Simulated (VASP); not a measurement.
A run of VASP 6.6.1 is set up as follows.

INCAR

```
PREC = Accurate
ENCUT = 500
EDIFF = 1E-6
ISMEAR = -1
SIGMA = 0.1
LREAL = F
LASPH = T
NELM = 120
ALGO = Normal
ISIF = 2
LWAVE = F
LCHARG = F
GGA = PE
NBANDS = 12
GGA_COMPAT = F
```

File KPOINTS:

```
Automatic mesh
0
Gamma
  9 9 9
```

The input POSCAR:

```
Cr
1.0
   -1.4243177237      1.4243177237      1.4243177237
    1.4243177237     -1.4243177237      1.4243177237
    1.4243177237      1.4243177237     -1.4243177237
Cr
1
Direct
    0.0000000000      0.0000000000      0.0000000000
```

Potentials or basis: VASP PAW PBE potentials, release 64 (Cr_pv).

Command:

```bash
$ cat potpaw_PBE.64/Cr_pv/POTCAR > POTCAR
$ mpirun -np 1 vasp_std > vasp.out
```

Problem. Estimate the band gap on the k mesh.

Solution. Zero (band 6 reaches 13.06 eV, above the bottom of band 7 at 10.05 eV).

Problem. Estimate the pressure.

Solution. -1.3 GPa.

Caveat: the run has no spin polarisation, though such a crystal can be magnetic. Spin polarisation is off, so any magnetic state and its effect on volume and gap are missing.
